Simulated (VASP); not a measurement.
# Rh (Fm-3m) in VASP: settings compared

Rh is run at these levels: LDA, PBE; tasks: single point.

Program: VASP 6.6.1. These are calculated values, not measurements. Logs are shortened: lines on timing, memory, paths and dates and some standing lists are left out, and cuts for length are marked.

## Step 1: The cell of the first run

It takes space group Fm-3m (No. 225, cubic). Conventional cell: a = 3.744 Å, b = 3.744 Å, c = 3.744 Å, α = 90.00°, β = 90.00°, γ = 90.00°. Within 3.5 Å of Rh (site symmetry m-3m) lie 12 Rh at 2.65 Å.

## Step 2: Single point, LDA

File INCAR:

```
SYSTEM = Rh
  PREC = Accurate
  ENCUT = 520
  EDIFF = 1E-7
  ISMEAR = -1
  SIGMA = 0.05
  LREAL = .False.
  LASPH = .True.
  NELM = 100
  ALGO = Fast
  ISIF = 2
  LWAVE = .False.
  LCHARG = .False.
  GGA = CA
  NBANDS = 14
```

File KPOINTS:

```
regular mesh
0
Gamma
  12 12 12
  0 0 0
```

File POSCAR:

```
Rh
1.0
    0.0000000000      1.8722002341      1.8722002341
    1.8722002341      0.0000000000      1.8722002341
    1.8722002341      1.8722002341      0.0000000000
Rh
1
Direct
    0.0000000000      0.0000000000      0.0000000000
```

Potentials or basis: VASP PAW LDA potentials, release 64 (Rh_pv).

Started as:

```
cat potpaw_LDA.64/Rh_pv/POTCAR > POTCAR
mpirun -np 1 vasp_std > vasp.out
```

OUTCAR:

```text
SYSTEM = Rh
   PREC = Accurate
   ENCUT = 520
   EDIFF = 1E-7
   ISMEAR = -1
   LREAL = .False.
   LASPH = .True.
   NELM = 100
   ISIF = 2
   GGA = CA

 ion  position               nearest neighbor table
   1  0.000  0.000  0.000-

  LATTYP: Found a face centered cubic cell.
 ALAT       =     3.7444004682

  Lattice vectors:

 A1 = (   0.0000000000,   1.8722002341,   1.8722002341)
 A2 = (   1.8722002341,   0.0000000000,   1.8722002341)
 A3 = (   1.8722002341,   1.8722002341,   0.0000000000)

Analysis of symmetry for initial positions (statically):
[... 33 lines left out ...]
                                     Primitive cell

  volume of cell :      13.1246

  direct lattice vectors                    reciprocal lattice vectors
     0.000000000  1.872200234  1.872200234    -0.267065451  0.267065451  0.267065451
     1.872200234  0.000000000  1.872200234     0.267065451 -0.267065451  0.267065451
     1.872200234  1.872200234  0.000000000     0.267065451  0.267065451 -0.267065451

  length of vectors
     2.647690963  2.647690963  2.647690963     0.462570930  0.462570930  0.462570930

  position of ions in fractional coordinates (direct lattice)
     0.000000000  0.000000000  0.000000000

  ion indices of the primitive-cell ions
   primitive index   ion index
                 1           1

----------------------------------------------------------------------------------------

 KPOINTS: regular mesh

Automatic generation of k-mesh.
 Grid dimensions read from file:
 generate k-points for:   12   12   12

 Generating k-lattice:

  Cartesian coordinates                     Fractional coordinates (reciprocal lattice)
    -0.022255454  0.022255454  0.022255454     0.083333333  0.000000000  0.000000000
     0.022255454 -0.022255454  0.022255454     0.000000000  0.083333333  0.000000000
     0.022255454  0.022255454 -0.022255454     0.000000000  0.000000000  0.083333333

  Length of vectors
     0.038547578  0.038547578  0.038547578

  Shift w.r.t. Gamma in fractional coordinates (k-lattice)
     0.000000000  0.000000000  0.000000000

 Subroutine IBZKPT returns following result:
 ===========================================

 Found     72 irreducible k-points:

 Following reciprocal coordinates:
            Coordinates               Weight
  0.000000  0.000000  0.000000      1.000000
  0.083333  0.000000  0.000000      8.000000
  0.166667  0.000000  0.000000      8.000000
  0.250000  0.000000  0.000000      8.000000
  0.333333  0.000000  0.000000      8.000000
  0.416667  0.000000  0.000000      8.000000
[... 16 lines left out ...]
  0.500000  0.166667  0.000000     24.000000
 -0.416667  0.166667  0.000000     24.000000
 [... further k-points ...]
   k-points           NKPTS =     72   k-points in BZ     NKDIM =     72   number of bands    NBANDS=     14
   number of dos      NEDOS =    301   number of ions     NIONS =      1
   total plane-waves  NPLWV =   8000
   dimension x,y,z NGX =    20 NGY =   20 NGZ =   20
   dimension x,y,z NGXF=    40 NGYF=   40 NGZF=   40
   ions per type =               1
   NGX,Y,Z   is equivalent  to a cutoff of  12.56, 12.56, 12.56 a.u.
   NGXF,Y,Z  is equivalent  to a cutoff of  25.12, 25.12, 25.12 a.u.
 SYSTEM =  Rh
   PREC   = accura    normal or accurate (medium, high low for compatibility)
   ISTART =      0    job   : 0-new  1-cont  2-samecut
   ICHARG =      2    charge: 1-file 2-atom 10-const
   ISPIN  =      1    spin polarized calculation?
   LNONCOLLINEAR =      F non collinear calculations
   LSORBIT =      F    spin-orbit coupling
   LASPH  =      T    aspherical Exc in radial PAW
   ENCUT  =  520.0 eV  38.22 Ry    6.18 a.u.   4.92  4.92  4.92*2*pi/ulx,y,z
   NELM   =    100;   NELMIN=  2; NELMDL= -5     # of ELM steps
   EDIFF  = 0.1E-06   stopping-criterion for ELM
   LREAL  =      F    real-space projection
   EDIFFG = 0.1E-05   stopping-criterion for IOM
   NSW    =      0    number of steps for IOM
   IBRION =     -1    ionic relax: 0-MD 1-quasi-New 2-CG
   NFREE  =      0    steps in history (QN), initial steepest desc. (CG)
   ISIF   =      2    stress and relaxation
   ISYM   =      2    0-nonsym 1-usesym 2-fastsym
   POTIM  = 0.5000    time-step for ionic-motion
   TEBEG  =    0.0;   TEEND  =   0.0 temperature during run
   PSTRESS=    0.0 pullay stress
   NELECT =      15.0000    total number of electrons
   NUPDOWN=      -1.0000    fix difference up-down
   EMIN   =  10.00;   EMAX   =-10.00  energy-range for DOS
   EFERMI =   0.00;   METHOD = LEGACY
   ISMEAR =    -1;   SIGMA  =   0.05  broadening in eV -4-tet -1-fermi 0-gaus
   EFERMI_NEDOS =   21; number of points for ismear=-14 and -15
   IALGO  =     68    algorithm
   IMIX   =      4    mixing-type and parameters
     AMIX     =   0.40;   BMIX     =  1.00
     AMIX_MAG =   1.60;   BMIX_MAG =  1.00
  volume/ion in A,a.u.               =      13.12        88.57
  Fermi-wavevector in a.u.,A,eV,Ry     =   1.711629  3.234510 39.860630  2.929674
  Thomas-Fermi vector in A             =   2.789708
   LORBIT       =      0    0 simple, 1 ext, 2 COOP (PROOUT), +10 PAW based schemes
   GGA     = CA    functional components
   LHFCALC =     F    Hartree Fock is set to
   AEXX    =    0.0000 exact exchange contribution
   IVDW    =     0    specifies the selected vdW correction
   LEPSILON=     F    determine dielectric tensor
   LRPA    =     F    only Hartree local field effects (RPA)
 non-spin polarized calculation
 RMM-DIIS sequential band-by-band and
  energy-cutoff  :      520.00
  volume of cell :       13.12
 maximum number of plane-waves:       366
   NGX =  9   NGY =  9   NGZ =  9

 number of electron      14.9999999 magnetization

 Free energy of the ion-electron system (eV)
  ---------------------------------------------------
  ext. energy  EPLUGINS =         0.00000000
  ---------------------------------------------------
  free energy    TOTEN  =        -8.69082877 eV

  energy without entropy =       -8.68328752  energy(sigma->0) =       -8.68705815

 E-fermi :  12.6072     XC(G=0): -14.6519

 val. band max:       12.5119090505   @ k =   0.3333   0.0833   0.0000
 cond. band min:      12.6452536459   @ k =   0.5000   0.4167   0.0000
 fundamental gap:      0.1333445955
 Fermi energy:        12.6072099732

 k-point     1 :       0.0000    0.0000    0.0000
  band No.  band energies     occupation
      1     -33.6736      2.00000
      2     -33.6736      2.00000
      3     -33.6736      2.00000
      4       4.2168      2.00000
      5       9.2393      2.00000
      6       9.2393      2.00000
      7       9.2393      2.00000
      8      11.5223      2.00000
      9      11.5223      2.00000
     10      28.4933      0.00000
     11      32.7705      0.00000
     12      34.1660      0.00000
     13      34.1660      0.00000
     14      34.1660      0.00000

 k-point     2 :       0.0833    0.0000    0.0000
  band No.  band energies     occupation
      1     -33.7345      2.00000
      2     -33.6818      2.00000
      3     -33.6818      2.00000
      4       4.5069      2.00000
      5       9.1107      2.00000
      6       9.3530      2.00000
      7       9.3530      2.00000
      8      11.4589      2.00000
      9      11.4589      2.00000
     10      28.9293      0.00000
     11      32.7446      0.00000
     12      32.8209      0.00000
     13      34.6085      0.00000
     14      34.6085      0.00000

 k-point     3 :       0.1667    0.0000    0.0000
  band No.  band energies     occupation
      1     -33.8990      2.00000
      2     -33.7038      2.00000
      3     -33.7038      2.00000
      4       5.2711      2.00000
      5       8.8865      2.00000
      6       9.5844      2.00000
      7       9.5844      2.00000
      8      11.4018      2.00000
      9      11.4018      2.00000
     10      29.9072      0.00000
     11      30.4257      0.00000
     12      32.7719      0.00000
     13      35.8435      0.00000
     14      35.8435      0.00000

 k-point     4 :       0.2500    0.0000    0.0000
  band No.  band energies     occupation
      1     -34.1196      2.00000
      2     -33.7338      2.00000
      3     -33.7338      2.00000
      4       6.0432      2.00000
      5       9.1272      2.00000
      6       9.6317      2.00000
      7       9.6317      2.00000
      8      11.6851      2.00000
      9      11.6851      2.00000
     10      27.9718      0.00000
     11      30.3043      0.00000
     12      32.7716      0.00000
     13      37.5033      0.00000
     14      37.5033      0.00000

 k-point     5 :       0.3333    0.0000    0.0000
  band No.  band energies     occupation
      1     -34.3358      2.00000
      2     -33.7637      2.00000
      3     -33.7637      2.00000
      4       6.2162      2.00000
      5       9.4419      2.00000
      6       9.4419      2.00000
      7      10.4397      2.00000
      8      12.3267      1.99271
      9      12.3267      1.99271
     10      25.3971      0.00000
     11      29.3667      0.00000
[... 276 lines left out ...]
 k-point    22 :       0.4167    0.1667    0.0000
  band No.  band energies     occupation
      1     -34.3674      2.00000
      2     -33.8774      2.00000
      3     -33.8433      2.00000
      4       6.7790      2.00000
      5       8.5935      2.00000
      6       9.4166      2.00000
      7      10.1903      2.00000
      8      13.1476      0.00004
      9      14.2747      0.00000
     10      24.7316      0.00000
     11      29.9045      0.00000
     12      32.2859      0.00000
     13      32.7689      0.00000
     14      34.1375      0.00000

 k-point    23 :       0.5000    0.1667    0.0000
  band No.  band energies     occupation
      1     -34.4597      2.00000
      2     -33.9241      2.00000
      3     -33.8438      2.00000
      4       6.7206      2.00000
      5       8.5192      2.00000
      6       9.9856      2.00000
      7      10.0968      2.00000
      8      13.2714      0.00000
      9      16.2759      0.00000
     10      22.1129      0.00000
     11      29.1475      0.00000
     12      32.4143      0.00000
     13      32.7181      0.00000
     14      32.8392      0.00000

 k-point    24 :      -0.4167    0.1667    0.0000
  band No.  band energies     occupation
      1     -34.4673      2.00000
      2     -33.9530      2.00000
      3     -33.8258      2.00000
      4       6.7936      2.00000
      5       8.5319      2.00000
      6       9.8880      2.00000
      7      10.3576      2.00000
      8      12.8638      0.01174
      9      16.8723      0.00000
     10      21.7157      0.00000
     11      28.8570      0.00000
     12      31.7695      0.00000
     13      32.7750      0.00000
     14      33.5690      0.00000

 [... further k-points ...]
[... 5 lines left out ...]
  --------------------------------------------------------------------------------------
  -------------------------------------------------------------------------------------
  Total        0.2638372      0.2638372      0.2638372      0.0000000      0.0000000     -0.0000000
  in kB       32.2077044     32.2077044     32.2077044      0.0000000      0.0000000     -0.0000000
  external PRESSURE =      32.2077044 kB  Pullay stress =       0.0000000 kB

 VOLUME and BASIS-vectors are now :
 -----------------------------------------------------------------------------
  energy-cutoff  :      520.00
  volume of cell :       13.12
      direct lattice vectors                 reciprocal lattice vectors
     0.000000000  1.872200234  1.872200234    -0.267065451  0.267065451  0.267065451
     1.872200234  0.000000000  1.872200234     0.267065451 -0.267065451  0.267065451
     1.872200234  1.872200234  0.000000000     0.267065451  0.267065451 -0.267065451

 POSITION                                       TOTAL-FORCE (eV/Angst)
 -----------------------------------------------------------------------------------
      0.00000      0.00000      0.00000        -0.000000     -0.000000      0.000000
 -----------------------------------------------------------------------------------
    total drift:                               -0.000000     -0.000000     -0.000000

  FREE ENERGIE OF THE ION-ELECTRON SYSTEM (eV)
  ---------------------------------------------------
  free  energy   TOTEN  =        -8.6908287733 eV

  energy  without entropy=       -8.6832875179  energy(sigma->0) =       -8.68705815
```

Wall time 9.5 s (1 thread of AMD EPYC 7R13 (Zen 3), shared host); peak memory 0.09 GiB.

What came out:

* Free energy: -8.6908 eV
* Pressure: 3.2 GPa

Levels at points of the mesh, in eV from the Fermi level:
```tsv
k point	band 4	band 5	band 6	band 7	band 8	band 9	band 10	band 11
(0.00, 0.00, 0.00)	-8.39	-3.37	-3.37	-3.37	-1.08	-1.08	15.89	20.16
(0.50, 0.00, 0.00)	-6.59	-3.44	-3.44	0.60	0.60	0.63	9.06	15.42
(0.50, 0.50, 0.00)	-6.82	-6.45	0.59	1.05	1.05	3.25	12.83	13.46
```

## Step 3: Single point, PBE

This run uses another cell than the first one, of 12.85 Å³/atom, 0.979 times its volume.

File INCAR:

```
PREC = Accurate ; ENCUT = 520
EDIFF = 1E-6 ; ISMEAR = -1
SIGMA = 0.05 ; LREAL = F
LASPH = T ; NELM = 100
ALGO = Fast ; ISIF = 2
LWAVE = F ; LCHARG = F
GGA = PE ; NBANDS = 14
```

File KPOINTS:

```
regular mesh
0
Gamma
  12 12 12
```

File POSCAR:

```
Rh
1.0
    0.0000000000      1.8591074964      1.8591074964
    1.8591074964      0.0000000000      1.8591074964
    1.8591074964      1.8591074964      0.0000000000
Rh
1
Direct
    0.0000000000      0.0000000000      0.0000000000
```

Potentials or basis: VASP PAW PBE potentials, release 64 (Rh_pv).

Started as:

```
cat potpaw_PBE.64/Rh_pv/POTCAR > POTCAR
mpirun -np 1 vasp_std > vasp.out
```

Run time: 9.1 s. Hardware: 1 thread of AMD EPYC 7R13 (Zen 3), shared host; peak memory 0.1 GiB.

The run converged. Its results:

```
Free energy : -7.1677 eV
Pressure    : 28.5 GPa
```

Levels at points of the mesh, in eV from the Fermi level:
```
           k point  band 4  band 5  band 6  band 7  band 8  band 9  band 10  band 11
(0.00, 0.00, 0.00)   -8.48   -3.45   -3.45   -3.45   -1.13   -1.13    15.91    20.27
(0.50, 0.00, 0.00)   -6.73   -3.54   -3.54    0.61    0.61    0.65     9.35    15.44
(0.50, 0.50, 0.00)   -7.01   -6.61    0.58    1.08    1.08    3.35    13.15    13.71
```

## Step 4: Single point, PBE

File INCAR:

```
SYSTEM = Rh
ALGO     = Fast           ! electronic algorithm
EDIFF    = 1E-7           ! SCF threshold, eV
ENCUT    = 520            ! plane-wave cutoff, eV
GGA      = PE             ! functional
ISIF     = 2              ! what is computed and relaxed
ISMEAR   = -1             ! smearing method
LASPH    = .True.         ! aspherical terms in the spheres
LCHARG   = .False.        ! write CHGCAR
LREAL    = .False.        ! projectors in reciprocal space
LWAVE    = .False.        ! write WAVECAR
NBANDS   = 14             ! bands
NELM     = 100            ! most SCF steps
PREC     = Accurate       ! precision mode
SIGMA    = 0.05           ! smearing width, eV
```

File KPOINTS:

```
k-points
0
Gamma
  12 12 12
  0 0 0
```

File POSCAR:

```
Rh
1.0
    0.0000000000      1.8722002341      1.8722002341
    1.8722002341      0.0000000000      1.8722002341
    1.8722002341      1.8722002341      0.0000000000
Rh
1
Direct
    0.0000000000      0.0000000000      0.0000000000
```

Started as:

```
cat potpaw_PBE.64/Rh_pv/POTCAR > POTCAR
mpirun -np 1 vasp_std > vasp.out
```

Wall time 10 s (1 thread of AMD EPYC 7R13 (Zen 3), shared host); peak memory 0.1 GiB.

It converged, with:

```yaml
Free_energy: -7.2098 eV
Pressure: 20.7 GPa
```

Levels at points of the mesh, in eV from the Fermi level:
```csv
k point,band 4,band 5,band 6,band 7,band 8,band 9,band 10,band 11
"(0.00, 0.00, 0.00)",-8.32,-3.33,-3.33,-3.33,-1.09,-1.09,15.94,20.34
"(0.50, 0.00, 0.00)",-6.54,-3.42,-3.42,0.59,0.59,0.67,9.12,15.47
"(0.50, 0.50, 0.00)",-6.79,-6.40,0.56,1.04,1.04,3.32,12.86,13.59
```

## Step 5: Single point, PBE

This run uses another cell than the first one, of 13.67 Å³/atom, 1.042 times its volume.

File INCAR:

```
PREC = Accurate
ENCUT = 520
EDIFF = 1E-6
ISMEAR = -1
SIGMA = 0.05
LREAL = False
LASPH = True
NELM = 80
ALGO = Normal
ISIF = 2
LWAVE = False
LCHARG = False
GGA = PE
NBANDS = 14
```

File KPOINTS:

```
Automatic mesh
0
Gamma
  12 12 12
```

File POSCAR:

```
Rh
1.0
    0.0000000000      1.8978500000      1.8978500000
    1.8978500000      0.0000000000      1.8978500000
    1.8978500000      1.8978500000      0.0000000000
Rh
1
Direct
    0.0000000000      0.0000000000      0.0000000000
```

Started as:

```
cat potpaw_PBE.64/Rh_pv/POTCAR > POTCAR
mpirun -np 1 vasp_std > vasp.out
```

Run time: 6.9 s. Hardware: 1 thread of AMD EPYC 7R13 (Zen 3), shared host; peak memory 0.1 GiB.

Results (log left out):

| Item | Value |
| --- | --- |
| Free energy | -7.2571 eV |
| Pressure | 7.5 GPa |

Levels at points of the mesh, in eV from the Fermi level:
```
           k point  band 5  band 6  band 7  band 8  band 9  band 10
(0.00, 0.00, 0.00)   -3.12   -3.12   -3.12   -1.02   -1.02    15.99
(0.50, 0.00, 0.00)   -3.20   -3.20    0.55    0.55    0.72     8.69
(0.50, 0.50, 0.00)   -6.01    0.52    0.97    0.97    3.26    12.33
```

## Step 6: Single point, LDA

This run uses another cell than the first one, of 13.40 Å³/atom, 1.021 times its volume.

File INCAR:

```
SYSTEM = Rh
PREC     = Accurate       ! precision mode
ENCUT    = 520            ! plane-wave cutoff, eV
EDIFF    = 1E-7           ! SCF threshold, eV
ISMEAR   = -1             ! smearing method
SIGMA    = 0.05           ! smearing width, eV
LREAL    = .False.        ! projectors in reciprocal space
LASPH    = .True.         ! aspherical terms in the spheres
NELM     = 80             ! most SCF steps
ALGO     = Normal         ! electronic algorithm
ISIF     = 2              ! what is computed and relaxed
LWAVE    = .False.        ! write WAVECAR
LCHARG   = .False.        ! write CHGCAR
NBANDS   = 14             ! bands
```

File KPOINTS:

```
Automatic mesh
0
Gamma
  12 12 12
  0 0 0
```

File POSCAR:

```
Rh
1.0
    0.0000000000      1.8851123679      1.8851123679
    1.8851123679      0.0000000000      1.8851123679
    1.8851123679      1.8851123679      0.0000000000
Rh
1
Direct
    0.0000000000      0.0000000000      0.0000000000
```

Potentials or basis: VASP PAW LDA potentials, release 64 (Rh_pv).

Started as:

```
cat potpaw_LDA.64/Rh_pv/POTCAR > POTCAR
mpirun -np 1 vasp_std > vasp.out
```

Run time: 7 s. Hardware: 1 thread of AMD EPYC 7R13 (Zen 3), shared host; peak memory 0.09 GiB.

It converged, with:

* Free energy: -8.6908 eV
* Pressure: -3.3 GPa

Levels at points of the mesh, in eV from the Fermi level:
```csv
k point,band 3,band 4,band 5,band 6,band 7,band 8,band 9,band 10,band 11,band 12
"(0.00, 0.00, 0.00)",-46.24,-8.23,-3.26,-3.26,-3.26,-1.05,-1.05,15.92,20.22,21.47
"(0.50, 0.00, 0.00)",-46.35,-6.41,-3.33,-3.33,0.58,0.58,0.66,8.83,15.44,20.22
"(0.50, 0.50, 0.00)",-46.54,-6.61,-6.25,0.57,1.01,1.01,3.22,12.56,13.35,13.35
```

## Step 7: The runs side by side

| level | potentials or basis | cell | gap on the mesh (eV) | pressure (GPa) |
| --- | --- | --- | --- | --- |
| LDA | VASP PAW LDA potentials, release 64 (Rh_pv) | a = 2.648 Å, angles 60.0°, 1 atom | none | 3.2 |
| PBE | VASP PAW PBE potentials, release 64 (Rh_pv) | a = 2.629 Å, angles 60.0°, 1 atom | none | 28.5 |
| PBE | VASP PAW PBE potentials, release 64 (Rh_pv) | a = 2.648 Å, angles 60.0°, 1 atom | none | 20.7 |
| PBE | VASP PAW PBE potentials, release 64 (Rh_pv) | a = 2.684 Å, angles 60.0°, 1 atom | none | 7.5 |
| LDA | VASP PAW LDA potentials, release 64 (Rh_pv) | a = 2.666 Å, angles 60.0°, 1 atom | none | -3.3 |

Alike in all rows: task single point; no spin polarisation; k mesh 12 × 12 × 12; cutoff (eV) 520; smearing fermi-dirac 0.05 eV.

Total energies depend on the potentials used, so only differences within one code and one set of settings carry meaning.
